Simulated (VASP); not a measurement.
The system is ZrN.

```xyz
2
Lattice="0.0000 2.3000 2.3000 2.3000 0.0000 2.3000 2.3000 2.3000 0.0000" Properties=species:S:1:pos:R:3 pbc="T T T"
Zr    2.3000    2.3000    2.3000
N     0.0000    0.0000    0.0000
```

Base run:

| Quantity | Value |
| --- | --- |
| Program | VASP 6.6.1 |
| Functional | RPBE |
| Potentials or basis | VASP PAW PBE potentials, release 64 (Zr_sv, N) |
| Cutoff | 600 eV |
| k mesh | 10 × 10 × 10 |
| Occupations | fermi-dirac, width 0.05 eV |
| Spin | no spin polarisation |

Its results: band gap on the k mesh zero (an odd number of electrons rules out a gap without spin polarisation); pressure 3.1 GPa.

Question: The run is repeated on the same cell with these changes: functional from RPBE to PBE; occupations from fermi-dirac, width 0.05 eV to gaussian, width 0.03 eV. What comes out?

Answer: Band gap on the k mesh zero (an odd number of electrons rules out a gap without spin polarisation); pressure -0.7 GPa.

Caveats: the cell stands under pressure (at least some runs); the PAW data sets were made with another functional, which shifts forces and pressure a little (at least some runs).
